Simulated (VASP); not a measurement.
# NiO (F-43m) in VASP: notebook, part 2 of 2

VASP 6.6.1. Earlier steps stand in the parts before.

## 3. Single point, HF, collinear spin, ferromagnetic start

This run uses another cell than the first one, of 11.09 Å³/atom.

Input file POSCAR:

```
NiO
1.0
    0.0000000000      2.2302770316      2.2302770316
    2.2302770316      0.0000000000      2.2302770316
    2.2302770316      2.2302770316      0.0000000000
Ni O
1 1
Direct
    0.0000000000      0.0000000000      0.0000000000
    0.2500000000      0.2500000000      0.2500000000
```

Input file INCAR.step1:

```
PREC     = Accurate       # precision mode
ENCUT    = 520            # plane-wave cutoff, eV
EDIFF    = 1E-5           # SCF threshold, eV
ISMEAR   = -1             # smearing method
SIGMA    = 0.05           # smearing width, eV
LREAL    = F              # projectors in reciprocal space
LASPH    = T              # aspherical terms in the spheres
NELM     = 150            # most SCF steps
ALGO     = Normal         # electronic algorithm
ISIF     = 2              # what is computed and relaxed
LWAVE    = T              # write WAVECAR
LCHARG   = F              # write CHGCAR
ISPIN    = 2              # spin polarisation
MAGMOM   = 1 0            # initial moments
LORBIT   = 11             # projections on sites
LMAXMIX  = 4              # l up to which the mixer works
GGA      = PE             # functional
NBANDS   = 19             # bands
```

Input file INCAR.step2:

```
PREC     = Accurate       # precision mode
ENCUT    = 520            # plane-wave cutoff, eV
EDIFF    = 1E-6           # SCF threshold, eV
ISMEAR   = -1             # smearing method
SIGMA    = 0.05           # smearing width, eV
LREAL    = F              # projectors in reciprocal space
LASPH    = T              # aspherical terms in the spheres
NELM     = 150            # most SCF steps
ALGO     = Normal         # electronic algorithm
ISIF     = 2              # what is computed and relaxed
LWAVE    = F              # write WAVECAR
LCHARG   = F              # write CHGCAR
ISPIN    = 2              # spin polarisation
MAGMOM   = 1 0            # initial moments
LORBIT   = 11             # projections on sites
LMAXMIX  = 4              # l up to which the mixer works
GGA      = PE             # functional
LHFCALC  = T              # exact exchange
AEXX     = 1.0            # exact-exchange fraction
ALDAC    = 0.0          
AGGAC    = 0.0          
PRECFOCK = Normal       
ISTART   = 1            
NBANDS   = 19             # bands
```

Input file KPOINTS:

```
regular mesh
0
Gamma
  5 5 5
```

Potentials or basis: VASP PAW PBE potentials, release 64 (Ni, O).

Command:

```bash
cat potpaw_PBE.64/Ni/POTCAR potpaw_PBE.64/O/POTCAR > POTCAR
cp INCAR.step1 INCAR
mpirun -np 1 vasp_std > vasp.out
cp INCAR.step2 INCAR
mpirun -np 1 vasp_std > vasp.out
```

OUTCAR:

```text
PREC = Accurate
   ENCUT = 520
   EDIFF = 1E-6
   ISMEAR = -1
   LREAL = F
   LASPH = T
   NELM = 150
   ISIF = 2
   ISPIN = 2
   LORBIT = 11
   GGA = PE
   LHFCALC = T
   AEXX = 1.0
   PRECFOCK = Normal
   ISTART = 1

 ion  position               nearest neighbor table
   1  0.000  0.000  0.000-   2 1.93   2 1.93   2 1.93   2 1.93
   2  0.250  0.250  0.250-   1 1.93   1 1.93   1 1.93   1 1.93

  LATTYP: Found a face centered cubic cell.
 ALAT       =     4.4605540632

  Lattice vectors:

 A1 = (   0.0000000000,   2.2302770316,   2.2302770316)
 A2 = (   2.2302770316,   0.0000000000,   2.2302770316)
 A3 = (   2.2302770316,   2.2302770316,   0.0000000000)

Analysis of symmetry for initial positions (statically):
=====================================================================
 Subroutine PRICEL returns:
 Original cell was already a primitive cell.

[... 410 lines left out ...]
      2      -8.8896      1.00000
      3      -8.8896      1.00000
      4      -3.6799      1.00000
      5      -3.6799      1.00000
      6      -3.6799      1.00000
[... 197 lines left out ...]
      6      -3.3592      1.00000
[... 11 lines left out ...]
     18      42.3620      0.00000
     19      42.8518      0.00000

------------------------ aborting loop because EDIFF is reached ----------------------------------------

  FORCE on cell =-STRESS in cart. coord.  units (eV):
  Direction    XX          YY          ZZ          XY          YZ          ZX
  --------------------------------------------------------------------------------------
  -------------------------------------------------------------------------------------
  Total       -0.0732462     -0.0732462     -0.0732462     -0.0000000      0.0000000      0.0000000
  in kB       -5.2891898     -5.2891898     -5.2891898     -0.0000000      0.0000000      0.0000000
  external PRESSURE =      -5.2891898 kB  Pullay stress =       0.0000000 kB

 VOLUME and BASIS-vectors are now :
 -----------------------------------------------------------------------------
  energy-cutoff  :      520.00
  volume of cell :       22.19
      direct lattice vectors                 reciprocal lattice vectors
     0.000000000  2.230277032  2.230277032    -0.224187396  0.224187396  0.224187396
     2.230277032  0.000000000  2.230277032     0.224187396 -0.224187396  0.224187396
     2.230277032  2.230277032  0.000000000     0.224187396  0.224187396 -0.224187396

 POSITION                                       TOTAL-FORCE (eV/Angst)
 -----------------------------------------------------------------------------------
      0.00000      0.00000      0.00000        -0.000000      0.000000     -0.000000
      1.11514      1.11514      1.11514         0.000000     -0.000000      0.000000
 -----------------------------------------------------------------------------------
    total drift:                               -0.000000     -0.000001     -0.000002

  FREE ENERGIE OF THE ION-ELECTRON SYSTEM (eV)
  ---------------------------------------------------
  free  energy   TOTEN  =       -31.0258216286 eV

  energy  without entropy=      -31.0258216285  energy(sigma->0) =      -31.02582163

 total charge

# of ion       s       p       d       tot
------------------------------------------
    1        0.401   0.604   7.768   8.774
    2        1.572   3.655   0.000   5.226
--------------------------------------------------
tot          1.973   4.259   7.768  14.000

 magnetization (x)

# of ion       s       p       d       tot
------------------------------------------
    1       -0.030  -0.050   2.255   2.174
    2        0.001   0.106   0.000   0.107
--------------------------------------------------
tot         -0.029   0.056   2.255   2.282
```

OUTCAR.step1:

```text
PREC = Accurate
   ENCUT = 520
   EDIFF = 1E-5
   ISMEAR = -1
   LREAL = F
   LASPH = T
   NELM = 150
   ISIF = 2
   ISPIN = 2
[... 669 lines left out ...]

  energy  without entropy=      -11.5826772664  energy(sigma->0) =      -11.58989650

 total charge

# of ion       s       p       d       tot
------------------------------------------
    1        0.384   0.491   8.257   9.132
    2        1.557   3.422   0.000   4.978
--------------------------------------------------
tot          1.941   3.912   8.257  14.110

 magnetization (x)

# of ion       s       p       d       tot
------------------------------------------
    1        0.003   0.040   1.400   1.442
    2        0.015   0.328   0.000   0.343
--------------------------------------------------
tot          0.018   0.368   1.400   1.786
```

OSZICAR.step1:

```text
N       E                     dE             d eps       ncg     rms          rms(c)
DAV:   1     0.915727920247E+02    0.91573E+02   -0.69511E+03   784   0.100E+03
DAV:   2    -0.838362869620E+01   -0.99956E+02   -0.86018E+02   787   0.234E+02
DAV:   3    -0.142570042196E+02   -0.58734E+01   -0.56671E+01   880   0.598E+01
DAV:   4    -0.143160891121E+02   -0.59085E-01   -0.58977E-01   826   0.569E+00
DAV:   5    -0.143171719280E+02   -0.10828E-02   -0.10827E-02   874   0.779E-01    0.174E+01
DAV:   6    -0.136668556556E+02    0.65032E+00   -0.19565E+01   873   0.713E+01    0.222E+01
DAV:   7    -0.116331827743E+02    0.20337E+01   -0.94674E+00   892   0.591E+01    0.688E+00
DAV:   8    -0.116016735448E+02    0.31509E-01   -0.30501E-01   945   0.627E+00    0.367E+00
DAV:   9    -0.115977155774E+02    0.39580E-02   -0.49393E-02  1054   0.304E+00    0.931E-01
DAV:  10    -0.115973109119E+02    0.40467E-03   -0.49652E-03   887   0.887E-01    0.277E-01
DAV:  11    -0.115970748231E+02    0.23609E-03   -0.20583E-03   986   0.700E-01    0.576E-02
DAV:  12    -0.115971027980E+02   -0.27975E-04   -0.19313E-04   817   0.135E-01    0.449E-02
DAV:  13    -0.115971202585E+02   -0.17460E-04   -0.28103E-05   816   0.640E-02    0.197E-02
DAV:  14    -0.115971157399E+02    0.45185E-05   -0.47444E-06   574   0.354E-02
   1 F= -.11597116E+02 E0= -.11589897E+02  d E =-.144385E-01  mag=     1.8403
```

Wall time 38 min (1 thread of Intel Xeon Platinum 8259CL at 2.50GHz (Skylake/Cascade Lake), shared host); peak memory 0.16 GiB.

Results:

```
Free energy                                           : -31.0258 eV
Pressure                                              : -0.5 GPa
Band gap on the k mesh                                : 4.85 eV (least direct gap 6.97 eV)
Net moment                                            : 2.00 μB per cell
Site moments                                          : Ni +2.17; O +0.11 μB
Valence electrons inside the program's atomic spheres : Ni 8.77; O 5.23
```

Caveat: the k points lie up to 0.49 Å⁻¹ apart; the PAW data sets were made with another functional, which shifts forces and pressure a little; an odd mesh through Γ misses points on the zone boundary, where band edges can lie; a cell with one magnetic atom can't hold antiferromagnetic order, which such compounds often take.
